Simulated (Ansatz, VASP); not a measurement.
# One calculation of Ir, two programs

```
Ir
1.0
     0.00000    1.91743    1.91743
     1.91743    0.00000    1.91743
     1.91743    1.91743    0.00000
Ir
1
Direct
  0.00000 0.00000 0.00000
```

Alike in both runs: functional PBEsol; k mesh 8 × 8 × 8; occupations gaussian, width 0.1 eV; no spin polarisation.

Ansatz relaxed the structure, and its values are those at the end. VASP's run is a single point on that final structure, the one shown.

|  | VASP | Ansatz |
| --- | --- | --- |
| version | VASP 6.6.1 | Ansatz 0.2.0 |
| potentials or method | VASP PAW PBE potentials, release 64 (Ir), cutoff 520 eV | scalar-relativistic, plane waves, PAW |
| valence electrons in the cell | 9 | 17 |

```tsv
	VASP	Ansatz	Ansatz less VASP
gap on the k mesh at the Fermi level (eV)	none	none	-
pressure (GPa)	0.9	0.1	-0.82
```

VASP's potentials were made for PBE, not for PBEsol. A gap of «none» marks a metal or a gap that the smearing closes. With one functional, cell and mesh, what is left measures potentials, basis and numerics. VASP's potentials hold 9 valence electrons a cell and Ansatz's 17, so a difference there can come from the potentials and not from the codes.

Spin-orbit coupling is off throughout.
